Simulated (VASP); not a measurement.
Set up this calculation in VASP 6.6.1, as the native input.

| Quantity | Value |
| --- | --- |
| Task | single point |
| Functional | PBE |
| Potentials or basis | VASP PAW PBE potentials, release 64 (Mg, Zn, Se, S) |
| Cutoff | 520 eV |
| k mesh | 12 × 12 × 2 |
| Occupations | gaussian, width 0.01 eV |
| Spin | no spin polarisation |
| Dipole correction | no |
| Further INCAR settings | ALGO = Normal; EDIFF = 1e-07; NBANDS = 41 |

The structure of MgZn3Se3S lies in POSCAR:

```
MgZn3Se3S
1.0
    4.0493179381      0.0000000000      0.0000000000
   -2.0246589690      3.5068122024      0.0000000000
    0.0000000000      0.0000000000     13.2348525984
Mg Zn Se S
1 3 3 1
Direct
    0.6666666667      0.3333333333      0.2405026884
    0.6666666667      0.3333333333      0.7523835974
    0.3333333333      0.6666666667      0.0042707108
    0.3333333333      0.6666666667      0.5016961544
    0.3333333333      0.6666666667      0.6898336687
    0.6666666667      0.3333333333      0.9406874570
    0.6666666667      0.3333333333      0.4379986951
    0.3333333333      0.6666666667      0.1826270285
```

The input as run:

INCAR

```
SYSTEM = MgZn3Se3S
ALGO = Normal ; EDIFF = 1E-7
ENCUT = 520 ; GGA = PE
ISIF = 2 ; ISMEAR = 0
LASPH = .TRUE. ; LCHARG = .FALSE.
LREAL = .FALSE. ; LWAVE = .FALSE.
NBANDS = 41 ; NELM = 60
PREC = Accurate ; SIGMA = 0.01
```

KPOINTS

```
k-points
0
G
  12 12 2
  0 0 0
```

Potentials or basis: VASP PAW PBE potentials, release 64 (Mg, Zn, Se, S).

The run is started by

```bash
$ cat potpaw_PBE.64/Mg/POTCAR potpaw_PBE.64/Zn/POTCAR potpaw_PBE.64/Se/POTCAR potpaw_PBE.64/S/POTCAR > POTCAR
$ mpirun -np 1 vasp_std > vasp.out
```

Results of the run:

| Item | Value |
| --- | --- |
| Pressure | 0.1 GPa |
| Largest force | 0.023 eV/Å |
| Band gap on the k mesh | 1.50 eV, direct |

It took 3.5 min on 1 thread of Intel(R) Xeon(R) 6975P-C (Granite Rapids) (shared host), peak memory 0.45 GiB.
